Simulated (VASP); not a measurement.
# TiO2 (I4_1/amd) in VASP: notebook, part 2 of 2

VASP 6.6.1. The steps go on from the part before.

### Step 3. Electric field gradients, LDA (12.04 Å³/atom)

This run uses another cell than the first one, of 12.04 Å³/atom.

INCAR reads:

```
PREC = Accurate ; ENCUT = 520
EDIFF = 1E-8 ; ISMEAR = -1
SIGMA = 0.08 ; LREAL = F
LASPH = T ; NELM = 80
ALGO = Normal ; ISIF = 2
LWAVE = F ; LCHARG = F
GGA = CA ; LEFG = T
NBANDS = 33
```

KPOINTS reads:

```
Automatic mesh
0
Gamma
  13 13 13
```

POSCAR reads:

```
TiO2
1.0
   -1.9296172664      1.9296172664      4.8502981963
    1.9296172664     -1.9296172664      4.8502981963
    1.9296172664      1.9296172664     -4.8502981963
Ti O
2 4
Direct
    0.0000000000      0.0000000000      0.0000000000
    0.7500000000      0.2500000000      0.5000000000
    0.2066000000      0.2066000000      0.0000000000
    0.9566000000      0.4566000000      0.5000000000
    0.5434000000      0.0434000000      0.5000000000
    0.7934000000      0.7934000000      0.0000000000
```

Potentials or basis: VASP PAW LDA potentials, release 64 (Ti_sv, O).

Command:

```sh
$ cat potpaw_LDA.64/Ti_sv/POTCAR potpaw_LDA.64/O/POTCAR > POTCAR
$ mpirun -np 1 vasp_std > vasp.out
```

OUTCAR:

```text
PREC = Accurate
   ENCUT = 520
   EDIFF = 1E-8
   ISMEAR = -1
   LREAL = F
   LASPH = T
   NELM = 80
   ISIF = 2
   GGA = CA

 ion  position               nearest neighbor table
   1  0.000  0.000  0.000-   5 1.98   4 1.98   5 1.98   4 1.98   3 2.00   6 2.00
   2  0.750  0.250  0.500-   6 1.98   3 1.98   6 1.98   3 1.98   4 2.00   5 2.00
   3  0.207  0.207  0.000-   2 1.98   2 1.98   1 2.00
   4  0.957  0.457  0.500-   1 1.98   1 1.98   2 2.00
   5  0.543  0.043  0.500-   1 1.98   1 1.98   2 2.00
   6  0.793  0.793  0.000-   2 1.98   2 1.98   1 2.00

  LATTYP: Found a body centered tetragonal cell.
 ALAT       =     3.8592345328
 C/A-ratio  =     2.5136063409

  Lattice vectors:

 A1 = (  -1.9296172664,   1.9296172664,   4.8502981963)
 A2 = (   1.9296172664,  -1.9296172664,   4.8502981963)
 A3 = (   1.9296172664,   1.9296172664,  -4.8502981963)

Analysis of symmetry for initial positions (statically):
=====================================================================
 Subroutine PRICEL returns:
 Original cell was already a primitive cell.

 Routine SETGRP: Setting up the symmetry group for a
 body centered tetragonal supercell.

 Subroutine GETGRP returns: Found 16 space group operations
 (whereof  8 operations were pure point group operations)
 out of a pool of 16 trial point group operations.

The static configuration has the point symmetry D_2d.
 The point group associated with its full space group is D_4h.

Analysis of symmetry for dynamics (positions and initial velocities):
=====================================================================
 Subroutine PRICEL returns:
 Original cell was already a primitive cell.

 Routine SETGRP: Setting up the symmetry group for a
 body centered tetragonal supercell.

 Subroutine GETGRP returns: Found 16 space group operations
 (whereof  8 operations were pure point group operations)
 out of a pool of 16 trial point group operations.

The dynamic configuration has the point symmetry D_2d.
 The point group associated with its full space group is D_4h.

 Subroutine INISYM returns: Found 16 space group operations
 (whereof  8 operations are pure point group operations),
 and found     1 'primitive' translations

----------------------------------------------------------------------------------------

                                     Primitive cell

  volume of cell :      72.2388

  direct lattice vectors                    reciprocal lattice vectors
    -1.929617266  1.929617266  4.850298196     0.000000000  0.259118743  0.103086445
     1.929617266 -1.929617266  4.850298196     0.259118743  0.000000000  0.103086445
     1.929617266  1.929617266 -4.850298196     0.259118743  0.259118743  0.000000000

  length of vectors
     5.565270720  5.565270720  5.565270720     0.278871544  0.278871544  0.366449240

  position of ions in fractional coordinates (direct lattice)
     0.000000000  0.000000000  0.000000000
     0.750000000  0.250000000  0.500000000
     0.206600000  0.206600000  0.000000000
     0.956600000  0.456600000  0.500000000
     0.543400000  0.043400000  0.500000000
     0.793400000  0.793400000  0.000000000

[... 100 lines left out ...]
     AMIX_MAG =   1.60;   BMIX_MAG =  1.00
  volume/ion in A,a.u.               =      12.04        81.25
  Fermi-wavevector in a.u.,A,eV,Ry     =   1.428559  2.699586 27.766526  2.040782
  Thomas-Fermi vector in A             =   2.548608
   LORBIT       =      0    0 simple, 1 ext, 2 COOP (PROOUT), +10 PAW based schemes
   GGA     = CA    functional components
   LHFCALC =     F    Hartree Fock is set to
   AEXX    =    0.0000 exact exchange contribution
   IVDW    =     0    specifies the selected vdW correction
   LEPSILON=     F    determine dielectric tensor
   LRPA    =     F    only Hartree local field effects (RPA)
 non-spin polarized calculation
  energy-cutoff  :      520.00
  volume of cell :       72.24
 maximum number of plane-waves:      1963
 NGX is ok and might be reduce to    42
   NGX = 21   NGY = 21   NGZ = 21

 number of electron      48.0000006 magnetization

 Free energy of the ion-electron system (eV)
  ---------------------------------------------------
  ext. energy  EPLUGINS =         0.00000000
  ---------------------------------------------------
  free energy    TOTEN  =       -58.54214127 eV

  energy without entropy =      -58.54214074  energy(sigma->0) =      -58.54214100

 E-fermi :   3.5972     XC(G=0): -11.0423

 val. band max:        2.5312345180   @ k =  -0.4615   0.4615   0.0000
 cond. band min:       4.4551436831   @ k =   0.0000   0.0000   0.0000
 fundamental gap:      1.9239091651
 Fermi energy:         3.5972127503

 k-point     1 :       0.0000    0.0000    0.0000
  band No.  band energies     occupation
      1     -53.3050      2.00000
      2     -53.2550      2.00000
      3     -30.1119      2.00000
      4     -29.9006      2.00000
      5     -29.9006      2.00000
      6     -29.8394      2.00000
[... 853 lines left out ...]
     32       8.6718      0.00000
     33       8.7619      0.00000

 [... further k-points ...]
[... 5 lines left out ...]
  --------------------------------------------------------------------------------------
  -------------------------------------------------------------------------------------
  Total       -7.4224806     -7.4224806     -6.5145743      0.0000000      0.0000000      0.0000000
  in kB     -164.6223770   -164.6223770   -144.4860248      0.0000000      0.0000000      0.0000000
  external PRESSURE =    -157.9102596 kB  Pullay stress =       0.0000000 kB

 VOLUME and BASIS-vectors are now :
 -----------------------------------------------------------------------------
  energy-cutoff  :      520.00
  volume of cell :       72.24
      direct lattice vectors                 reciprocal lattice vectors
    -1.929617266  1.929617266  4.850298196     0.000000000  0.259118743  0.103086445
     1.929617266 -1.929617266  4.850298196     0.259118743  0.000000000  0.103086445
     1.929617266  1.929617266 -4.850298196     0.259118743  0.259118743  0.000000000

 POSITION                                       TOTAL-FORCE (eV/Angst)
 -----------------------------------------------------------------------------------
      0.00000      0.00000      0.00000        -0.000000     -0.000000      0.000000
      0.00000      1.92962      2.42515        -0.000000     -0.000000      0.000000
      0.00000      0.00000      2.00414        -0.000000      0.000000     -0.217425
      0.00000      1.92962      4.42929         0.000000     -0.000000     -0.217425
      0.00000      1.92962      0.42101         0.000000     -0.000000      0.217425
      0.00000      0.00000      7.69645        -0.000000      0.000000      0.217425
 -----------------------------------------------------------------------------------
    total drift:                                0.000000     -0.000000     -0.000000

  FREE ENERGIE OF THE ION-ELECTRON SYSTEM (eV)
  ---------------------------------------------------
  free  energy   TOTEN  =       -58.5421412675 eV

  energy  without entropy=      -58.5421407405  energy(sigma->0) =      -58.54214100

 Electric field gradients (V/A^2)
---------------------------------------------------------------------
 ion       V_xx      V_yy      V_zz      V_xy      V_xz      V_yz
---------------------------------------------------------------------
   1       0.641     0.641    -1.281     0.001     0.001     0.001
   2       0.641     0.641    -1.281     0.001     0.001     0.001
   3      -8.516    17.232    -8.716    -0.002    -0.002    -0.002
   4      17.232    -8.516    -8.716    -0.002    -0.002    -0.002
   5      -8.516    17.232    -8.716    -0.002    -0.002    -0.002
   6      17.232    -8.516    -8.716    -0.002    -0.002    -0.002
---------------------------------------------------------------------

 Electric field gradients after diagonalization (V/A^2)
 (convention: |V_zz| > |V_xx| > |V_yy|)
----------------------------------------------------------------------
 ion       V_xx      V_yy      V_zz     asymmetry (V_yy - V_xx)/ V_zz
----------------------------------------------------------------------
   1       0.642     0.640    -1.281       0.002
   2       0.642     0.640    -1.281       0.002
   3      -8.716    -8.516    17.232       0.012
   4      -8.716    -8.516    17.232       0.012
   5      -8.716    -8.516    17.232       0.012
   6      -8.716    -8.516    17.232       0.012
----------------------------------------------------------------------

           NMR quadrupolar parameters

 Cq : quadrupolar parameter    Cq=e*Q*V_zz/h
 eta: asymmetry parameters     (V_yy - V_xx)/ V_zz
 Q  : nuclear electric quadrupole moment in mb (millibarn)
----------------------------------------------------------------------
 ion       Cq(MHz)       eta       Q (mb)
----------------------------------------------------------------------
   1      -0.003       0.002       1.000
   2      -0.003       0.002       1.000
   3       0.042       0.012       1.000
   4       0.042       0.012       1.000
   5       0.042       0.012       1.000
   6       0.042       0.012       1.000
----------------------------------------------------------------------
```

OSZICAR:

```text
N       E                     dE             d eps       ncg     rms          rms(c)
DAV:   1     0.639757025529E+03    0.63976E+03   -0.24140E+04 12936   0.166E+03
DAV:   2     0.200168991967E+02   -0.61974E+03   -0.57666E+03 14327   0.498E+02
DAV:   3    -0.710868538654E+02   -0.91104E+02   -0.89616E+02 17718   0.184E+02
DAV:   4    -0.756722454641E+02   -0.45854E+01   -0.45762E+01 19612   0.398E+01
[... 10 lines left out ...]
DAV:  15    -0.585421414097E+02    0.88150E-05   -0.92164E-05 16664   0.626E-02    0.598E-03
DAV:  16    -0.585421413686E+02    0.41134E-07   -0.68995E-06 19842   0.153E-02    0.310E-03
DAV:  17    -0.585421412866E+02    0.82036E-07   -0.32414E-07 16301   0.386E-03    0.130E-03
DAV:  18    -0.585421412701E+02    0.16475E-07   -0.11933E-07 17462   0.346E-03    0.554E-04
DAV:  19    -0.585421412675E+02    0.26030E-08   -0.71825E-09 10494   0.909E-04
   1 F= -.58542141E+02 E0= -.58542141E+02  d E =-.526951E-06
```

stdout:

```text
POSCAR found type information on POSCAR TiO
 POSCAR found :  2 types and       6 ions
 scaLAPACK will be used
 LDA part: xc-table for (Slater(with rela. corr.)+CA(PZ))
 , standard interpolation
 POSCAR, INCAR and KPOINTS ok, starting setup
 FFT: planning ... GRIDC
 FFT: planning ... GRID_SOFT
 FFT: planning ... GRID
 WAVECAR not read
 entering main loop
ion   1

ion   2

ion   3

ion   4

ion   5

ion   6
```

It took 22 min on 1 thread of Intel Xeon 8259CL, shared host; peak memory 0.45 GiB.

Results:

```yaml
Free_energy: -58.5421 eV
Pressure: -15.8 GPa
Largest_force: 0.217 eV/Å
Band_gap_on_the_k_mesh: 1.92 eV (least direct gap 2.22 eV)
Largest_electric_field_gradient_by_atom: Ti -1.3; O +17.2 V/Å²
```

Forces on the atoms (eV/Å):
```
Ti   0.000  0.000  0.000
Ti   0.000  0.000  0.000
O    0.000  0.000 -0.217
O    0.000  0.000 -0.217
O    0.000  0.000  0.217
O    0.000  0.000  0.217
```

Levels at points of the mesh, in eV from the valence-band top:
```csv
k point,band 22,band 23,band 24,band 25,band 26,band 27
"(0.00, 0.00, 0.00)",-0.73,-0.39,-0.39,1.92,2.61,3.71
```

Electric field gradients, principal values (V/Å²):
| atom | least | middle | greatest (by size) |
| --- | --- | --- | --- |
| 1 Ti | 0.640 | 0.642 | -1.281 |
| 2 Ti | 0.640 | 0.642 | -1.281 |
| 3 O | -8.516 | -8.716 | 17.232 |
| 4 O | -8.516 | -8.716 | 17.232 |
| 5 O | -8.516 | -8.716 | 17.232 |
| 6 O | -8.516 | -8.716 | 17.232 |

Caveat: the cell stands under tension; without QUAD_EFG the Cq values of the log hold for a quadrupole moment of 1 mb, not for the nuclei.
